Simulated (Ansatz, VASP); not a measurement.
## Two plane-wave programs on CdS

```xyz
2
Lattice="0.0000 2.9165 2.9165 2.9165 0.0000 2.9165 2.9165 2.9165 0.0000" Properties=species:S:1:pos:R:3 pbc="T T T"
Cd    0.0000    0.0000    0.0000
S     4.3748    4.3748    4.3748
```

Alike in both runs: functional PBE0; k mesh 5 × 5 × 5; occupations fermi-dirac, width 0.05 eV; no spin polarisation.

|  | VASP | Ansatz |
| --- | --- | --- |
| version | VASP 6.6.1 | Ansatz 0.2.0 |
| potentials or method | VASP PAW PBE potentials, release 64 (Cd, S) | Ansatz PAW |
| plane-wave cutoff (eV) | 520 | 420 |
| valence electrons in the cell | 18 | 26 |
| task | single point | projected density of states |

|  | VASP | Ansatz | Ansatz less VASP |
| --- | --- | --- | --- |
| gap on the k mesh at the Fermi level (eV) | 2.86 | 2.82 | -0.032 |
| least direct gap on the mesh (eV) | 2.86 | 2.82 | -0.032 |
| pressure (GPa) | 1.8 | 1.6 | -0.25 |

VASP's potentials hold 18 valence electrons a cell and Ansatz's 26, so a difference there can come from the potentials and not from the codes.

Noted on Ansatz's run: odd divisions of the mesh miss points on the zone boundary, where band edges often lie, so the gap on the mesh can be too wide.
